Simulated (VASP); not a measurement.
Input of a VASP 6.6.1 run:

The input INCAR:

```
  PREC = Accurate
  ENCUT = 520
  EDIFF = 1E-6
  ISMEAR = -1
  SIGMA = 0.0388
  LREAL = Auto
  LASPH = T
  NELM = 100
  ALGO = Normal
  ISIF = 2
  LWAVE = F
  LCHARG = F
  GGA = PE
  IVDW = 12
  NBANDS = 46
```

File KPOINTS:

```
Automatic mesh
0
Gamma
  3 3 2
  0 0 0.5
```

The input POSCAR:

```
BN
1.0
    2.5183372967     -4.3618881484      0.0000000000
   -5.0366745933      0.0000000000      0.0000000000
    0.0000000000      0.0000000000     -6.7122260769
B N
8 8
Direct
    0.4442828275      0.4167402472      0.5073847277
   -0.0542817679      0.4142892618      0.5117945910
    0.4466643650     -0.0808220708      0.5013975932
   -0.0540094088     -0.0807085907      0.5092046902
    0.2223112943      0.4145153286      0.0003536830
    0.7199749038      0.4159688330     -0.0152046428
    0.2176293769      0.9097207080     -0.0106997290
    0.7188861551      0.9070786154     -0.0068452700
    0.5559727617      0.5869068742      0.0081849150
    0.0552632236      0.5804108213      0.0029565452
    0.5581099096      0.0779228425     -0.0146878247
    0.0503935435      0.0790604858     -0.0034166012
    0.2750788097      0.0910811722      0.5026615554
    0.7813327357      0.0851659883      0.4997634111
    0.2836973251      0.5857721201      0.4880619280
    0.7775045771      0.5931194719      0.5184935609
```

Potentials or basis: VASP PAW PBE potentials, release 64 (B, N).

Command:

```console
$ cat potpaw_PBE.64/B/POTCAR potpaw_PBE.64/N/POTCAR > POTCAR
$ mpirun -np 1 vasp_std > vasp.out
```

Task: Estimate the dispersion energy per atom.

Result: -0.138 eV.

Task: Predict the band gap on the k mesh.

Result: 3.76 eV.

Stress tensor (GPa, compression positive):
```
-4.56  1.32 -0.51
 1.32 -5.31  0.07
-0.51  0.07 -0.56
```

Caveat: the k points lie up to 0.48 Å⁻¹ apart; forces of over 1 eV/Å act on the atoms, so gaps and moduli don't describe the material at rest. A k mesh can miss the band edges.
